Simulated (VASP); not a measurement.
# WC (Amm2) in VASP: notebook

The runs below take WC through single point, with PBEsol.

Everything below comes from runs of VASP 6.6.1. Logs are shortened: lines on timing, memory, paths and dates and some standing lists are left out, and cuts for length are marked.

## Step 1: The cell of the first run

It takes space group Amm2 (No. 38, orthorhombic). Conventional cell: a = 2.829 Å, b = 2.901 Å, c = 5.024 Å, α = 90.00°, β = 90.00°, γ = 90.00°. W (site symmetry mm2) has 6 C at 1.87 to 2.40 Å within 2.5 Å. Within 2.5 Å of C (site symmetry mm2) lie 6 W at 1.87 to 2.40 Å.

## Step 2: Single point, PBEsol (atom 1 (W) moved by (-0.450, +0.000) A along y and z)

Input file INCAR:

```
SYSTEM = WC
ALGO = Normal ; EDIFF = 1E-7
ENCUT = 520 ; GGA = PS
ISIF = 2 ; ISMEAR = 0
LASPH = .TRUE. ; LCHARG = .FALSE.
LREAL = .FALSE. ; LWAVE = .FALSE.
NBANDS = 16 ; NELM = 100
PREC = Accurate ; SIGMA = 0.15
```

Input file KPOINTS:

```
k-points
0
G
  18 18 16
  0 0 0
```

Input file POSCAR:

```
WC
1.0
    2.9005014360      0.0000000000      0.0000000000
   -1.4502507180      2.5119079273      0.0000000000
    0.0000000000      0.0000000000      2.8290000000
W C
1 1
Direct
   -0.0895733468     -0.1791466937      0.0000000000
    0.6666666667      0.3333333333      0.5000000000
```

Potentials or basis: VASP PAW PBE potentials, release 64 (W_sv, C).

Launch:

```
$ cat potpaw_PBE.64/W_sv/POTCAR potpaw_PBE.64/C/POTCAR > POTCAR
$ mpirun -np 1 vasp_std > vasp.out
```

OUTCAR:

```text
SYSTEM = WC
   EDIFF = 1E-7
   ENCUT = 520
   GGA = PS
   ISIF = 2
   ISMEAR = 0
   LASPH = .TRUE.
   LREAL = .FALSE.
   NELM = 100
   PREC = Accurate

 ion  position               nearest neighbor table
   1  0.910  0.821  0.000-   2 1.87   2 1.87   2 2.40   2 2.40   2 2.40   2 2.40
   2  0.667  0.333  0.500-   1 1.87   1 1.87   1 2.40   1 2.40   1 2.40   1 2.40

  LATTYP: Found a hexagonal cell.
 ALAT       =     2.9005014360
 C/A-ratio  =     0.9753485949

  Lattice vectors:

 A1 = (   2.9005014360,   0.0000000000,   0.0000000000)
 A2 = (  -1.4502507180,   2.5119079273,   0.0000000000)
 A3 = (   0.0000000000,   0.0000000000,   2.8290000000)

Analysis of symmetry for initial positions (statically):
=====================================================================
 Subroutine PRICEL returns:
 Original cell was already a primitive cell.

 Routine SETGRP: Setting up the symmetry group for a
 hexagonal supercell.

 Subroutine GETGRP returns: Found  4 space group operations
 (whereof  4 operations were pure point group operations)
 out of a pool of 24 trial point group operations.

The static configuration has the point symmetry C_2v.

Analysis of symmetry for dynamics (positions and initial velocities):
=====================================================================
 Subroutine PRICEL returns:
 Original cell was already a primitive cell.

 Routine SETGRP: Setting up the symmetry group for a
 hexagonal supercell.

 Subroutine GETGRP returns: Found  4 space group operations
 (whereof  4 operations were pure point group operations)
 out of a pool of 24 trial point group operations.

The dynamic configuration has the point symmetry C_2v.

 Subroutine INISYM returns: Found  4 space group operations
 (whereof  4 operations are pure point group operations),
 and found     1 'primitive' translations

----------------------------------------------------------------------------------------

                                     Primitive cell

  volume of cell :      20.6115

  direct lattice vectors                    reciprocal lattice vectors
     2.900501436  0.000000000  0.000000000     0.344767973  0.199051882  0.000000000
    -1.450250718  2.511907927  0.000000000     0.000000000  0.398103764  0.000000000
     0.000000000  0.000000000  2.829000000     0.000000000  0.000000000  0.353481796

  length of vectors
     2.900501436  2.900501436  2.829000000     0.398103764  0.398103764  0.353481796

  position of ions in fractional coordinates (direct lattice)
     0.910426653  0.820853306  0.000000000
     0.666666667  0.333333333  0.500000000

  ion indices of the primitive-cell ions
   primitive index   ion index
                 1           1
                 2           2

----------------------------------------------------------------------------------------

 KPOINTS: k-points

Automatic generation of k-mesh.
 Grid dimensions read from file:
 generate k-points for:   18   18   16

 Generating k-lattice:

  Cartesian coordinates                     Fractional coordinates (reciprocal lattice)
     0.019153776  0.011058438  0.000000000     0.055555556  0.000000000  0.000000000
     0.000000000  0.022116876  0.000000000     0.000000000  0.055555556  0.000000000
     0.000000000  0.000000000  0.022092612     0.000000000  0.000000000  0.062500000

  Length of vectors
     0.022116876  0.022116876  0.022092612

  Shift w.r.t. Gamma in fractional coordinates (k-lattice)
     0.000000000  0.000000000  0.000000000

 Subroutine IBZKPT returns following result:
 ===========================================

 Found    819 irreducible k-points:

 Following reciprocal coordinates:
            Coordinates               Weight
  0.000000  0.000000  0.000000      1.000000
  0.055556  0.000000  0.000000      4.000000
  0.000000  0.055556  0.000000      2.000000
  0.111111  0.000000  0.000000      4.000000
  0.000000  0.111111  0.000000      2.000000
  0.166667  0.000000  0.000000      4.000000
[... 16 lines left out ...]
 -0.055556  0.166667  0.000000      4.000000
 -0.166667  0.111111  0.000000      4.000000
 [... further k-points ...]
   k-points           NKPTS =    819   k-points in BZ     NKDIM =    819   number of bands    NBANDS=     16
   number of dos      NEDOS =    301   number of ions     NIONS =      2
   total plane-waves  NPLWV =  13824
   dimension x,y,z NGX =    24 NGY =   24 NGZ =   24
   dimension x,y,z NGXF=    48 NGYF=   48 NGZF=   48
   ions per type =               1   1
   NGX,Y,Z   is equivalent  to a cutoff of  13.76, 13.76, 14.10 a.u.
   NGXF,Y,Z  is equivalent  to a cutoff of  27.51, 27.51, 28.21 a.u.
 SYSTEM =  WC
   PREC   = accura    normal or accurate (medium, high low for compatibility)
   ISTART =      0    job   : 0-new  1-cont  2-samecut
   ICHARG =      2    charge: 1-file 2-atom 10-const
   ISPIN  =      1    spin polarized calculation?
   LNONCOLLINEAR =      F non collinear calculations
   LSORBIT =      F    spin-orbit coupling
[... 27 lines left out ...]
   LORBIT       =      0    0 simple, 1 ext, 2 COOP (PROOUT), +10 PAW based schemes
   GGA     = PS    functional components
   LHFCALC =     F    Hartree Fock is set to
   AEXX    =    0.0000 exact exchange contribution
   IVDW    =     0    specifies the selected vdW correction
   LEPSILON=     F    determine dielectric tensor
   LRPA    =     F    only Hartree local field effects (RPA)
 non-spin polarized calculation
 Gauss-broadening in eV      SIGMA  =   0.15
  energy-cutoff  :      520.00
  volume of cell :       20.61
 maximum number of plane-waves:       580
 NGX is ok and might be reduce to    24
   NGX = 11   NGY = 11   NGZ = 11

 number of electron      18.0000001 magnetization

 Free energy of the ion-electron system (eV)
  ---------------------------------------------------
  ext. energy  EPLUGINS =         0.00000000
  ---------------------------------------------------
  free energy    TOTEN  =       -22.10781088 eV

  energy without entropy =      -22.10174251  energy(sigma->0) =      -22.10477669

 E-fermi :  11.4668     XC(G=0): -13.8918

 val. band max:       11.4662590331   @ k =   0.1111   0.0000   0.3750
 cond. band min:      11.4742726907   @ k =  -0.1111   0.0556   0.5000
 fundamental gap:      0.0080136576
 Fermi energy:        11.4668110147

 k-point     1 :       0.0000    0.0000    0.0000
  band No.  band energies     occupation
      1     -62.6848      2.00000
      2     -26.8980      2.00000
      3     -26.6571      2.00000
      4     -26.5804      2.00000
      5      -3.4655      2.00000
      6       5.3811      2.00000
[... 8 lines left out ...]
     15      24.7959      0.00000
     16      25.9990      0.00000

 k-point     2 :       0.0556    0.0000    0.0000
  band No.  band energies     occupation
      1     -62.6830      2.00000
      2     -26.8947      2.00000
      3     -26.6700      2.00000
      4     -26.5998      2.00000
      5      -3.3898      2.00000
      6       5.4198      2.00000
[... 8 lines left out ...]
     15      24.5265      0.00000
     16      26.2565      0.00000

 k-point     3 :       0.0000    0.0556    0.0000
  band No.  band energies     occupation
      1     -62.6829      2.00000
      2     -26.8942      2.00000
      3     -26.6849      2.00000
      4     -26.5866      2.00000
      5      -3.3769      2.00000
      6       5.3935      2.00000
[... 8 lines left out ...]
     15      25.0040      0.00000
     16      26.2377      0.00000

 k-point     4 :       0.1111    0.0000    0.0000
  band No.  band energies     occupation
      1     -62.6777      2.00000
      2     -26.8850      2.00000
      3     -26.7226      2.00000
      4     -26.6400      2.00000
      5      -3.1692      2.00000
      6       5.5168      2.00000
[... 8 lines left out ...]
     15      24.0713      0.00000
     16      26.7627      0.00000
[... 324 lines left out ...]
 k-point    22 :       0.1111    0.0556    0.0000
  band No.  band energies     occupation
      1     -62.6727      2.00000
      2     -26.8747      2.00000
      3     -26.8096      2.00000
      4     -26.6438      2.00000
      5      -2.9218      2.00000
      6       5.4987      2.00000
[... 8 lines left out ...]
     15      24.5902      0.00000
     16      27.4728      0.00000

 k-point    23 :      -0.0556    0.1667    0.0000
  band No.  band energies     occupation
      1     -62.6726      2.00000
      2     -26.8733      2.00000
      3     -26.8305      2.00000
      4     -26.6274      2.00000
      5      -2.8801      2.00000
      6       5.4031      2.00000
[... 8 lines left out ...]
     15      25.5472      0.00000
     16      27.5982      0.00000

 k-point    24 :      -0.1667    0.1111    0.0000
  band No.  band energies     occupation
      1     -62.6729      2.00000
      2     -26.8768      2.00000
      3     -26.7546      2.00000
      4     -26.6919      2.00000
      5      -2.9789      2.00000
      6       5.6294      2.00000
[... 8 lines left out ...]
     15      23.4178      0.00000
     16      26.8312      0.00000

 [... further k-points ...]

------------------------ aborting loop because EDIFF is reached ----------------------------------------

  FORCE on cell =-STRESS in cart. coord.  units (eV):
  Direction    XX          YY          ZZ          XY          YZ          ZX
  --------------------------------------------------------------------------------------
  -------------------------------------------------------------------------------------
  Total        0.2825348      5.8372325      8.8609036      0.0000000      0.0000000      0.0000000
  in kB       21.9620426    453.7407944    688.7773299      0.0000000      0.0000000      0.0000000
  external PRESSURE =     388.1600556 kB  Pullay stress =       0.0000000 kB

 VOLUME and BASIS-vectors are now :
 -----------------------------------------------------------------------------
  energy-cutoff  :      520.00
  volume of cell :       20.61
      direct lattice vectors                 reciprocal lattice vectors
     2.900501436  0.000000000  0.000000000     0.344767973  0.199051882  0.000000000
    -1.450250718  2.511907927  0.000000000     0.000000000  0.398103764  0.000000000
     0.000000000  0.000000000  2.829000000     0.000000000  0.000000000  0.353481796

 POSITION                                       TOTAL-FORCE (eV/Angst)
 -----------------------------------------------------------------------------------
      1.45025      2.06191      0.00000         0.000000      7.871106      0.000000
      1.45025      0.83730      1.41450        -0.000000     -7.871106      0.000000
 -----------------------------------------------------------------------------------
    total drift:                                0.000000      0.000029      0.000000

  FREE ENERGIE OF THE ION-ELECTRON SYSTEM (eV)
  ---------------------------------------------------
  free  energy   TOTEN  =       -22.1078108832 eV

  energy  without entropy=      -22.1017425060  energy(sigma->0) =      -22.10477669
```

Wall time 1.7 min (1 thread of Intel Xeon Platinum 8488C (Sapphire Rapids), shared host); peak memory 0.36 GiB.

Results:

* Free energy: -22.1078 eV
* Pressure: 38.8 GPa
* Largest force: 7.871 eV/Å
* Band gap on the k mesh: zero (bands 9 and 10 overlap by 1.98 eV)

Forces in eV/Å, atoms in the order of the input:
```
W    0.000  7.871  0.000
C    0.000 -7.871  0.000
```

Caveat: the cell differs from its parent crystal (atom 1 (W) moved by (-0.450, +0.000) A along y and z); the stress differs along the axes, from 2 to 69 GPa; the PAW data sets were made with another functional, which shifts forces and pressure a little; spin-orbit coupling is left out, which moves the levels of the heavy elements.

## Step 3: Single point, PBEsol (atom 1 (W) moved by (+0.450, +0.000) A along y and z)

Input file INCAR:

```
PREC     = Accurate       # precision mode
ENCUT    = 520            # plane-wave cutoff, eV
EDIFF    = 1E-6           # SCF threshold, eV
ISMEAR   = 0              # smearing method
SIGMA    = 0.15           # smearing width, eV
LREAL    = False          # projectors in reciprocal space
LASPH    = True           # aspherical terms in the spheres
NELM     = 60             # most SCF steps
ALGO     = Normal         # electronic algorithm
ISIF     = 2              # what is computed and relaxed
LWAVE    = False          # write WAVECAR
LCHARG   = False          # write CHGCAR
GGA      = PS             # functional
NBANDS   = 16             # bands
```

Input file KPOINTS:

```
Automatic mesh
0
Gamma
  18 18 16
```

Edit POSCAR of step 2 so:

```diff
@@ -8,3 +8,3 @@
 Direct
-   -0.0895733468     -0.1791466937      0.0000000000
+    0.0895733468      0.1791466937      0.0000000000
     0.6666666667      0.3333333333      0.5000000000
```

Potentials or basis: VASP PAW PBE potentials, release 64 (W_sv, C).

Launch:

```
$ cat potpaw_PBE.64/W_sv/POTCAR potpaw_PBE.64/C/POTCAR > POTCAR
$ mpirun -np 1 vasp_std > vasp.out
```

It took 1.8 min on 1 thread of Intel Xeon Platinum 8488C (Sapphire Rapids), shared host; peak memory 0.36 GiB.

The run converged. Its results:

- Free energy: -22.7291 eV
- Pressure: 23.1 GPa
- Largest force: 3.951 eV/Å
- Band gap on the k mesh: zero (bands 9 and 10 overlap by 2.58 eV)

Forces on the atoms (eV/Å):
```
W    0.000 -3.951  0.000
C    0.000  3.951  0.000
```

Stress tensor (GPa, compression positive):
```
30.67  0.00  0.00
 0.00  1.52  0.00
 0.00  0.00 37.03
```

Levels at points of the mesh, in eV from the Fermi level:
| k point | band 5 | band 6 | band 7 | band 8 | band 9 | band 10 | band 11 | band 12 | band 13 | band 14 |
| --- | --- | --- | --- | --- | --- | --- | --- | --- | --- | --- |
| (0.00, 0.00, 0.00) | -15.26 | -5.28 | -3.63 | -2.92 | -0.82 | 2.01 | 2.07 | 2.33 | 3.22 | 10.03 |
| (0.50, 0.00, 0.00) | -10.88 | -8.65 | -5.77 | -5.49 | 1.33 | 1.82 | 3.21 | 5.02 | 8.30 | 9.67 |
| (0.00, 0.50, 0.00) | -12.91 | -6.59 | -4.52 | -2.54 | -1.33 | 1.24 | 2.60 | 4.05 | 5.06 | 9.59 |
| (0.00, 0.00, 0.50) | -11.03 | -9.41 | -5.11 | -1.93 | -0.91 | -0.10 | 1.15 | 3.64 | 8.70 | 10.39 |
| (0.50, 0.00, 0.50) | -12.75 | -5.94 | -4.37 | -3.51 | -1.70 | 2.56 | 3.86 | 4.75 | 9.21 | 9.83 |
| (0.00, 0.50, 0.50) | -10.45 | -8.31 | -6.72 | -6.33 | 1.68 | 3.96 | 4.57 | 6.11 | 7.64 | 10.49 |

Caveat: the cell differs from its parent crystal (atom 1 (W) moved by (+0.450, +0.000) A along y and z); the stress differs along the axes, from 2 to 37 GPa; the PAW data sets were made with another functional, which shifts forces and pressure a little; spin-orbit coupling is left out, which moves the levels of the heavy elements.

## Step 4: Single point, PBEsol (atom 1 (W) moved by (-0.225, +0.000) A along y and z)

Input file INCAR:

```
SYSTEM = WC
PREC = Accurate ; ENCUT = 520
EDIFF = 1E-6 ; ISMEAR = 0
SIGMA = 0.15 ; LREAL = .False.
LASPH = .True. ; NELM = 80
ALGO = Normal ; ISIF = 2
LWAVE = .False. ; LCHARG = .False.
GGA = PS ; NBANDS = 16
```

Input file KPOINTS:

```
Automatic mesh
0
Gamma
  18 18 16
  0 0 0
```

Edit POSCAR of step 3 so:

```diff
@@ -8,3 +8,3 @@
 Direct
-    0.0895733468      0.1791466937      0.0000000000
+   -0.0447866734     -0.0895733468      0.0000000000
     0.6666666667      0.3333333333      0.5000000000
```

Launch:

```
$ cat potpaw_PBE.64/W_sv/POTCAR potpaw_PBE.64/C/POTCAR > POTCAR
$ mpirun -np 1 vasp_std > vasp.out
```

Wall time 86 s (1 thread of Intel Xeon Platinum 8488C (Sapphire Rapids), shared host); peak memory 0.37 GiB.

It converged, with:

* Free energy: -23.4615 eV
* Pressure: 9.5 GPa
* Largest force: 4.017 eV/Å
* Band gap on the k mesh: zero (bands 9 and 10 overlap by 1.33 eV)

Forces on the atoms (eV/Å):
```
W    0.000  4.017  0.000
C    0.000 -4.017  0.000
```

Stress tensor (GPa, compression positive):
```
-3.35  0.00  0.00
 0.00 16.27  0.00
 0.00  0.00 15.57
```

Levels at points of the mesh, in eV from the Fermi level:
```
           k point  band 7  band 8  band 9  band 10  band 11  band 12
(0.00, 0.00, 0.00)   -3.74   -2.83   -0.49     3.30     3.31     3.61
(0.50, 0.00, 0.00)   -4.45   -3.66    0.10     1.92     4.52     5.14
(0.00, 0.50, 0.00)   -4.58   -3.83   -0.38     2.34     4.12     4.73
(0.00, 0.00, 0.50)   -3.37   -0.86   -0.81    -0.67     2.26     3.64
(0.50, 0.00, 0.50)   -5.06   -4.23    0.45     4.31     5.16     5.52
(0.00, 0.50, 0.50)   -4.13   -3.78   -0.52     4.39     5.23     6.82
```

Caveat: the cell differs from its parent crystal (atom 1 (W) moved by (-0.225, +0.000) A along y and z); the stress differs along the axes, from -3 to 16 GPa; the PAW data sets were made with another functional, which shifts forces and pressure a little; spin-orbit coupling is left out, which moves the levels of the heavy elements.

## Step 5: Single point, PBEsol (atom 1 (W) moved by (+0.225, +0.000) A along y and z)

Input file INCAR:

```
PREC = Accurate
ENCUT = 520
EDIFF = 1E-7
ISMEAR = 0
SIGMA = 0.15
LREAL = False
LASPH = True
NELM = 60
ALGO = Normal
ISIF = 2
LWAVE = False
LCHARG = True
GGA = PS
LELF = True
LVHAR = True
NBANDS = 16
```

Input file KPOINTS:

```
Automatic mesh
0
Gamma
  18 18 16
```

Edit POSCAR of step 4 so:

```diff
@@ -8,3 +8,3 @@
 Direct
-   -0.0447866734     -0.0895733468      0.0000000000
+    0.0447866734      0.0895733468      0.0000000000
     0.6666666667      0.3333333333      0.5000000000
```

Launch:

```
$ cat potpaw_PBE.64/W_sv/POTCAR potpaw_PBE.64/C/POTCAR > POTCAR
$ mpirun -np 1 vasp_std > vasp.out
```

Run time: 94 s. Hardware: 1 thread of Intel Xeon Platinum 8488C (Sapphire Rapids), shared host; peak memory 0.37 GiB.

Results (log left out):

```yaml
Free_energy: -23.5440 eV
Pressure: 7.4 GPa
Largest_force: 2.938 eV/Å
Band_gap_on_the_k_mesh: zero (bands 9 and 10 overlap by 1.78 eV)
```

Forces on the atoms (eV/Å):
```
W    0.000 -2.938  0.000
C    0.000  2.938  0.000
```

Stress tensor (GPa, compression positive):
```
14.03  0.00  0.00
 0.00 -3.62  0.00
 0.00  0.00 11.79
```

Levels at points of the mesh, in eV from the Fermi level:
```csv
k point,band 7,band 8,band 9,band 10,band 11,band 12
"(0.00, 0.00, 0.00)",-3.55,-3.16,-0.25,2.75,3.43,4.08
"(0.50, 0.00, 0.00)",-4.39,-4.38,0.20,2.18,4.04,4.91
"(0.00, 0.50, 0.00)",-3.93,-3.04,-0.86,1.92,4.57,4.85
"(0.00, 0.00, 0.50)",-3.59,-1.08,-0.68,-0.59,2.25,3.69
"(0.50, 0.00, 0.50)",-4.35,-3.81,-0.44,4.29,5.18,5.22
"(0.00, 0.50, 0.50)",-5.22,-5.21,1.04,4.29,5.11,6.41
```

Caveat: the cell differs from its parent crystal (atom 1 (W) moved by (+0.225, +0.000) A along y and z); the stress differs along the axes, from -4 to 14 GPa; the PAW data sets were made with another functional, which shifts forces and pressure a little; spin-orbit coupling is left out, which moves the levels of the heavy elements.

## Step 6: Overview

| cell | gap on the mesh (eV) | pressure (GPa) | largest force (eV/Å) |
| --- | --- | --- | --- |
| as given, atomic positions A | none | 38.8 | 7.87 |
| as given, atomic positions B | none | 23.1 | 3.95 |
| as given, atomic positions C | none | 9.5 | 4.02 |
| as given, atomic positions D | none | 7.4 | 2.94 |

Alike in all rows: task single point; level PBEsol; potentials or basis VASP PAW PBE potentials, release 64 (W_sv, C); no spin polarisation; k mesh 18 × 18 × 16; cutoff (eV) 520; smearing gaussian 0.15 eV.

Caveats: the PAW data sets were made with another functional, which shifts forces and pressure a little; spin-orbit coupling is left out, which moves the levels of the heavy elements; the stress differs along the axes, from 2 to 69 GPa (at least some runs); the stress differs along the axes, from 2 to 37 GPa (at least some runs); the stress differs along the axes, from -3 to 16 GPa (at least some runs); the stress differs along the axes, from -4 to 14 GPa (at least some runs).

Absolute energies hang on the potentials; compare differences alone.

The gap in the log of VASP goes by the Fermi energy; the results here count the filled bands.